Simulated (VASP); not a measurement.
Here is a VASP 6.6.1 calculation.

INCAR

```
SYSTEM = Si2Ni
PREC     = Accurate       ! precision mode
ENCUT    = 520            ! plane-wave cutoff, eV
EDIFF    = 1E-8           ! SCF threshold, eV
ISMEAR   = -1             ! smearing method
SIGMA    = 0.1            ! smearing width, eV
LREAL    = .FALSE.        ! projectors in reciprocal space
LASPH    = .TRUE.         ! aspherical terms in the spheres
NELM     = 80             ! most SCF steps
ALGO     = Normal         ! electronic algorithm
ISIF     = 2              ! what is computed and relaxed
LWAVE    = .FALSE.        ! write WAVECAR
LCHARG   = .TRUE.         ! write CHGCAR
GGA      = PS             ! functional
IBRION   = 8              ! ionic algorithm
NSW      = 1              ! ionic steps
```

The input KPOINTS:

```
regular mesh
0
G
  10 10 10
  0 0 0
```

POSCAR

```
Si2Ni
1.0
    0.0000000000      2.6953736890      2.6953736890
    2.6953736890      0.0000000000      2.6953736890
    2.6953736890      2.6953736890      0.0000000000
Si Ni
2 1
Direct
    0.2500000000      0.2500000000      0.2500000000
    0.7500000000      0.7500000000      0.7500000000
    0.0000000000      0.0000000000      0.0000000000
```

Potentials or basis: VASP PAW PBE potentials, release 64 (Si, Ni).

The run is started by

```bash
$ cat potpaw_PBE.64/Si/POTCAR potpaw_PBE.64/Ni/POTCAR > POTCAR
$ mpirun -np 1 vasp_std > vasp.out
```

Task: Predict the highest phonon frequency at Γ.

Result: 336 cm⁻¹.

Phonon frequencies in cm⁻¹ (negative: imaginary):
```
              q point                    frequencies
(0.000, 0.000, 0.000)  0 0 0 311 311 311 336 336 336
```

 Spin polarisation is off, so any magnetic state and its effect on volume and gap are missing.
